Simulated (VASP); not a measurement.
# K5Au (P-6m2) in VASP: a series of runs, part 2 of 2

VASP 6.6.1.

**3. Relaxation of cell and atoms, PBE**

File INCAR:

```
SYSTEM = K5Au
PREC = Accurate ; ENCUT = 600
EDIFF = 1E-6 ; ISMEAR = 0
SIGMA = 0.1 ; LREAL = .FALSE.
LASPH = .TRUE. ; NELM = 100
ALGO = Normal ; ISIF = 3
LWAVE = .FALSE. ; LCHARG = .FALSE.
GGA = PE ; IBRION = 2
NSW = 90 ; EDIFFG = -0.04
```

File KPOINTS:

```
Automatic mesh
0
G
  3 3 4
  0 0 0
```

File POSCAR:

```
K5Au
1.0
    6.8840182300      0.0000000000      0.0000000000
   -3.4420091100      5.9617346700      0.0000000000
    0.0000000000      0.0000000000      5.4242331300
K Au
5 1
Direct
    0.3333333300      0.6666666700      0.0000000000
    0.6666666700      0.3333333300      0.0000000000
    0.5354683900      0.0709367800      0.5000000000
    0.5354683900      0.4645316100      0.5000000000
    0.9290632200      0.4645316100      0.5000000000
    0.0000000000      0.0000000000      0.0000000000
```

Potentials or basis: VASP PAW PBE potentials, release 64 (K_sv, Au).

Command:

```console
> cat potpaw_PBE.64/K_sv/POTCAR potpaw_PBE.64/Au/POTCAR > POTCAR
> mpirun -np 1 vasp_std > vasp.out
```

OUTCAR:

```text
SYSTEM = K5Au
   PREC = Accurate
   ENCUT = 600
   EDIFF = 1E-6
   ISMEAR = 0
   LREAL = .FALSE.
   LASPH = .TRUE.
   NELM = 100
   ISIF = 3
   GGA = PE
   IBRION = 2
   NSW = 90
   EDIFFG = -0.04

 ion  position               nearest neighbor table
   1  0.333  0.667  0.000-   3 3.63   3 3.63   5 3.63   5 3.63   4 3.63   4 3.63
   2  0.667  0.333  0.000-   3 3.13   3 3.13   5 3.13   5 3.13   4 3.13   4 3.13
   3  0.535  0.071  0.500-   4 2.71   5 2.71   2 3.13   2 3.13   1 3.63   1 3.63
   4  0.535  0.465  0.500-   3 2.71   5 2.71   2 3.13   2 3.13   1 3.63   1 3.63
   5  0.929  0.465  0.500-   4 2.71   3 2.71   2 3.13   2 3.13   1 3.63   1 3.63
   6  0.000  0.000  0.000-

  LATTYP: Found a hexagonal cell.
 ALAT       =     6.8840182300
 C/A-ratio  =     0.7879457824

  Lattice vectors:

 A1 = (   6.8840182300,   0.0000000000,   0.0000000000)
 A2 = (  -3.4420091100,   5.9617346700,   0.0000000000)
 A3 = (   0.0000000000,   0.0000000000,   5.4242331300)

Analysis of symmetry for initial positions (statically):
=====================================================================
 Subroutine PRICEL returns:
 Original cell was already a primitive cell.

 Routine SETGRP: Setting up the symmetry group for a
 hexagonal supercell.

 Subroutine GETGRP returns: Found 12 space group operations
 (whereof 12 operations were pure point group operations)
 out of a pool of 24 trial point group operations.

The static configuration has the point symmetry D_3h.

Analysis of symmetry for dynamics (positions and initial velocities):
=====================================================================
 Subroutine PRICEL returns:
 Original cell was already a primitive cell.

 Routine SETGRP: Setting up the symmetry group for a
 hexagonal supercell.

 Subroutine GETGRP returns: Found 12 space group operations
 (whereof 12 operations were pure point group operations)
 out of a pool of 24 trial point group operations.

The dynamic configuration has the point symmetry D_3h.

 Subroutine INISYM returns: Found 12 space group operations
 (whereof 12 operations are pure point group operations),
 and found     1 'primitive' translations

----------------------------------------------------------------------------------------

                                     Primitive cell

  volume of cell :     222.6143

  direct lattice vectors                    reciprocal lattice vectors
     6.884018230  0.000000000  0.000000000     0.145263996  0.083868207  0.000000000
    -3.442009110  5.961734670  0.000000000     0.000000000  0.167736415  0.000000000
     0.000000000  0.000000000  5.424233130     0.000000000  0.000000000  0.184357858

  length of vectors
     6.884018230  6.884018230  5.424233130     0.167736415  0.167736415  0.184357858

  position of ions in fractional coordinates (direct lattice)
     0.333333330  0.666666670  0.000000000
     0.666666670  0.333333330  0.000000000
     0.535468390  0.070936780  0.500000000
     0.535468390  0.464531610  0.500000000
     0.929063220  0.464531610  0.500000000
     0.000000000  0.000000000  0.000000000

  ion indices of the primitive-cell ions
   primitive index   ion index
                 1           1
                 2           2
                 3           3
                 4           4
                 5           5
                 6           6

[... 33 lines left out ...]
  0.333333  0.333333  0.250000      4.000000
  0.000000  0.000000  0.500000      1.000000
  0.333333  0.000000  0.500000      6.000000
  0.333333  0.333333  0.500000      2.000000
   k-points           NKPTS =      9   k-points in BZ     NKDIM =      9   number of bands    NBANDS=     33
   number of dos      NEDOS =    301   number of ions     NIONS =      6
   total plane-waves  NPLWV = 150528
   dimension x,y,z NGX =    56 NGY =   56 NGZ =   48
   dimension x,y,z NGXF=   112 NGYF=  112 NGZF=   96
   ions per type =               5   1
   NGX,Y,Z   is equivalent  to a cutoff of  13.52, 13.52, 14.71 a.u.
   NGXF,Y,Z  is equivalent  to a cutoff of  27.05, 27.05, 29.42 a.u.
 SYSTEM =  K5Au
   PREC   = accura    normal or accurate (medium, high low for compatibility)
   ISTART =      0    job   : 0-new  1-cont  2-samecut
   ICHARG =      2    charge: 1-file 2-atom 10-const
   ISPIN  =      1    spin polarized calculation?
   LNONCOLLINEAR =      F non collinear calculations
   LSORBIT =      F    spin-orbit coupling
   LASPH  =      T    aspherical Exc in radial PAW
   ENCUT  =  600.0 eV  44.10 Ry    6.64 a.u.  13.75 13.75 10.83*2*pi/ulx,y,z
   NELM   =    100;   NELMIN=  2; NELMDL= -5     # of ELM steps
   EDIFF  = 0.1E-05   stopping-criterion for ELM
   LREAL  =      F    real-space projection
   EDIFFG = -.4E-01   stopping-criterion for IOM
   NSW    =     90    number of steps for IOM
   IBRION =      2    ionic relax: 0-MD 1-quasi-New 2-CG
   NFREE  =      1    steps in history (QN), initial steepest desc. (CG)
   ISIF   =      3    stress and relaxation
   ISYM   =      2    0-nonsym 1-usesym 2-fastsym
   POTIM  = 0.5000    time-step for ionic-motion
   TEBEG  =    0.0;   TEEND  =   0.0 temperature during run
   PSTRESS=    0.0 pullay stress
   NELECT =      56.0000    total number of electrons
   NUPDOWN=      -1.0000    fix difference up-down
   EMIN   =  10.00;   EMAX   =-10.00  energy-range for DOS
   EFERMI =   0.00;   METHOD = LEGACY
   ISMEAR =     0;   SIGMA  =   0.10  broadening in eV -4-tet -1-fermi 0-gaus
   EFERMI_NEDOS =   21; number of points for ismear=-14 and -15
   IALGO  =     38    algorithm
   IMIX   =      4    mixing-type and parameters
     AMIX     =   0.40;   BMIX     =  1.00
     AMIX_MAG =   1.60;   BMIX_MAG =  1.00
  volume/ion in A,a.u.               =      37.10       250.38
  Fermi-wavevector in a.u.,A,eV,Ry     =   1.033443  1.952924 14.531081  1.068004
  Thomas-Fermi vector in A             =   2.167690
   LORBIT       =      0    0 simple, 1 ext, 2 COOP (PROOUT), +10 PAW based schemes
   GGA     = PE    functional components
   LHFCALC =     F    Hartree Fock is set to
   AEXX    =    0.0000 exact exchange contribution
   IVDW    =     0    specifies the selected vdW correction
   LEPSILON=     F    determine dielectric tensor
   LRPA    =     F    only Hartree local field effects (RPA)
 conjugate gradient relaxation of ions
 non-spin polarized calculation
 Gauss-broadening in eV      SIGMA  =   0.10
  energy-cutoff  :      600.00
  volume of cell :      222.61
 maximum number of plane-waves:      7455
 NGX is ok and might be reduce to    56
   NGX = 27   NGY = 27   NGZ = 21

--------------------------------------- Ionic step        1  -------------------------------------------

 number of electron      55.9999998 magnetization

 Free energy of the ion-electron system (eV)
  ---------------------------------------------------
  ext. energy  EPLUGINS =         0.00000000
  ---------------------------------------------------
  free energy    TOTEN  =        -2.76193202 eV

  energy without entropy =       -2.74425539  energy(sigma->0) =       -2.75309370

------------------------ aborting loop because EDIFF is reached ----------------------------------------

  FORCE on cell =-STRESS in cart. coord.  units (eV):
  Direction    XX          YY          ZZ          XY          YZ          ZX
  --------------------------------------------------------------------------------------
  -------------------------------------------------------------------------------------
  Total        6.0996098      6.0996098     13.4358653      0.0000000      0.0000000      0.0000000
  in kB       43.8995058     43.8995059     96.6992754      0.0000000      0.0000000      0.0000000
  external PRESSURE =      61.4994290 kB  Pullay stress =       0.0000000 kB
[... 107 lines left out ...]
--------------------------------------- Ionic step        4  -------------------------------------------

 number of electron      55.9999992 magnetization

 E-fermi :   0.1087     XC(G=0):  -5.8681

 val. band max:       -0.0672583558   @ k =   0.3333   0.0000   0.2500
 cond. band min:       0.2611516580   @ k =   0.3333   0.0000   0.5000
 fundamental gap:      0.3284100138
 Fermi energy:         0.1087266426

 k-point     1 :       0.0000    0.0000    0.0000
  band No.  band energies     occupation
      1     -32.2527      2.00000
      2     -32.2333      2.00000
      3     -32.2333      2.00000
      4     -32.0791      2.00000
      5     -32.0764      2.00000
      6     -15.8801      2.00000
[... 472 lines left out ...]
--------------------------------------- Ionic step        8  -------------------------------------------

 number of electron      55.9999996 magnetization

 Free energy of the ion-electron system (eV)
  ---------------------------------------------------
  ext. energy  EPLUGINS =         0.00000000
  ---------------------------------------------------
  free energy    TOTEN  =        -7.06848902 eV

  energy without entropy =       -7.06473260  energy(sigma->0) =       -7.06661081

 E-fermi :  -0.0988     XC(G=0):  -5.6628

 val. band max:       -0.2630675444   @ k =   0.3333   0.0000   0.2500
 cond. band min:       0.0323506400   @ k =   0.3333   0.0000   0.5000
 fundamental gap:      0.2954181844
 Fermi energy:        -0.0988252338

 k-point     1 :       0.0000    0.0000    0.0000
  band No.  band energies     occupation
      1     -32.4686      2.00000
      2     -32.4513      2.00000
      3     -32.4513      2.00000
      4     -32.3070      2.00000
      5     -32.3033      2.00000
      6     -16.0809      2.00000
[... 346 lines left out ...]
  FREE ENERGIE OF THE ION-ELECTRON SYSTEM (eV)
  ---------------------------------------------------
  free  energy   TOTEN  =        -7.0684890159 eV

  energy  without entropy=       -7.0647325990  energy(sigma->0) =       -7.06661081

 reached required accuracy - stopping structural energy minimisation
```

Wall time 12 min (1 thread of Oxide Virtual Turin-like, shared host); peak memory 0.41 GiB.

Results:

```
Free energy                           : -7.0685 eV
Relaxed volume                        : 69.64 Å³/atom
Relaxed cell                          : a = 7.962 Å, b = 7.962 Å, c = 7.610 Å, α = 90.00°, β = 90.00°, γ = 120.00°
Space group after relaxing (to 0.1 Å) : P6/mmm (No. 191)
Energy gained by relaxing             : 717.8 meV/atom
Ionic steps                           : 8
Pressure after relaxing               : -0.1 GPa
Largest force after relaxing          : 0.038 eV/Å
Band gap on the k mesh                : zero (bands 28 and 29 overlap by 0.94 eV)
```

Forces in eV/Å, atoms in the order of the input:
```
K    0.000  0.000  0.000
K    0.000  0.000  0.000
K    0.000  0.038  0.000
K    0.033 -0.019  0.000
K   -0.033 -0.019  0.000
Au   0.000  0.000  0.000
```

Step by step:
| step | energy change (eV) | largest force (eV/Å) | pressure (GPa) | volume (Å³) |
| --- | --- | --- | --- | --- |
| 1 | 0.0000 | 2.9703 | 6.15 | 222.61 |
| 2 | -2.5345 | 1.5300 | 3.02 | 271.45 |
| 3 | -4.0468 | 0.3928 | 0.83 | 346.47 |
| 4 | -4.2661 | 0.0464 | 0.25 | 387.09 |
| 5 | -4.2910 | 0.0887 | 0.05 | 408.62 |
| 6 | -4.2902 | 0.1136 | 0.01 | 413.08 |
| 7 | -4.2962 | 0.0950 | 0.00 | 414.29 |
| 8 | -4.3066 | 0.0376 | -0.06 | 417.82 |

Final structure:
```yaml
crystal:
  lattice:
    - [7.96225, 0.00000, 0.00000]
    - [-3.98113, 6.89551, 0.00000]
    - [0.00000, 0.00000, 7.61001]
  atoms:
    - { symbol: K, position: [0.33333, 0.66667, 0.00000] }
    - { symbol: K, position: [0.66667, 0.33333, 0.00000] }
    - { symbol: K, position: [0.49901, 0.99801, 0.50000] }
    - { symbol: K, position: [0.49901, 0.50099, 0.50000] }
    - { symbol: K, position: [0.00199, 0.50099, 0.50000] }
    - { symbol: Au, position: [0.00000, 0.00000, 0.00000] }
```

Caveat: the volume moved by over 15 % at a fixed basis, so the end points are rough; spin-orbit coupling is left out, which moves the levels of the heavy elements.

The gap in the log of VASP goes by the Fermi energy; the results here count the filled bands.